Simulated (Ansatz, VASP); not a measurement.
**Ti in VASP and in Ansatz**

INCAR

```
PREC     = Accurate       # precision mode
ENCUT    = 500            # plane-wave cutoff, eV
EDIFF    = 1E-6           # SCF threshold, eV
ISMEAR   = 0              # smearing method
SIGMA    = 0.025          # smearing width, eV
LREAL    = False          # projectors in reciprocal space
LASPH    = True           # aspherical terms in the spheres
NELM     = 200            # most SCF steps
ALGO     = Normal         # electronic algorithm
ISIF     = 2              # what is computed and relaxed
LWAVE    = False          # write WAVECAR
LCHARG   = False          # write CHGCAR
LMAXMIX  = 4              # l up to which the mixer works
LDAU     = True           # DFT+U
LDAUTYPE = 2            
LDAUL    = 2              # shell
LDAUU    = 6              # U, eV
LDAUJ    = 0            
LDAUPRINT= 1            
GGA      = PE             # functional
NBANDS   = 19             # bands
GGA_COMPAT= False
```

File KPOINTS:

```
Automatic mesh
0
Gamma
  10 10 6
```

The input POSCAR:

```
Ti
1.0
    2.9500000000      0.0000000000      0.0000000000
   -1.4750000000      2.5547749412      0.0000000000
    0.0000000000      0.0000000000      4.6800000000
Ti
2
Direct
    0.6666666667      0.3333333333      0.7500000000
    0.3333333333      0.6666666667      0.2500000000
```

The input input.yaml:

```yaml
crystal:
  lattice: { a: 2.95, b: 2.95, c: 4.68, alpha: 90.0, beta: 90.0, gamma: 120.0 }
  space_group: 194
  reduce_to_primitive: true
  atoms:
    - { symbol: Ti, wyckoff: "2c", position: [0.6666666667, 0.3333333333, 0.75] }
hamiltonian:
  xc: pbe
  pseudopotentials: { kind: paw, source: jth }
  hubbard:
    sites: [{ species: Ti, l: d, u_eff: 6.0 }]
    projectors: all-electron-atomic
kpoints:
  mp_grid: { grid: [10, 10, 6] }
scf:
  occupations: { method: gaussian, width: 0.025 }
  n_extra_bands: 6
output:
  forces: true
  stress: true
  eigenvalues: true
  dos: { projected: false, de: 0.05, nscf_kmesh: { grid: [15, 15, 9] } }
```

Alike in both runs: functional PBE; k mesh 10 × 10 × 6; occupations gaussian, width 0.025 eV; no spin polarisation; Hubbard terms Ti d U = 6.0 eV.

|  | VASP | Ansatz |
| --- | --- | --- |
| version | VASP 6.6.1 | Ansatz 0.2.0 |
| potentials or method | VASP PAW PBE potentials, release 64 (Ti_sv) | JTH PAW |
| plane-wave cutoff (eV) | 500 | 1230 |
| valence electrons in the cell | 24 | 24 |
| task | single point | density of states |

```tsv
	VASP	Ansatz	Ansatz less VASP
gap on the k mesh at the Fermi level (eV)	none	none	-
pressure (GPa)	11.8	25.0	+13.20
traceless stress, the component that is largest in VASP (GPa)	0.71	3.77	+3.054
```

The programs project onto different local orbitals, so the same U acts differently, and such runs can settle in different states. A gap of «none» marks a metal or a gap that the smearing closes.
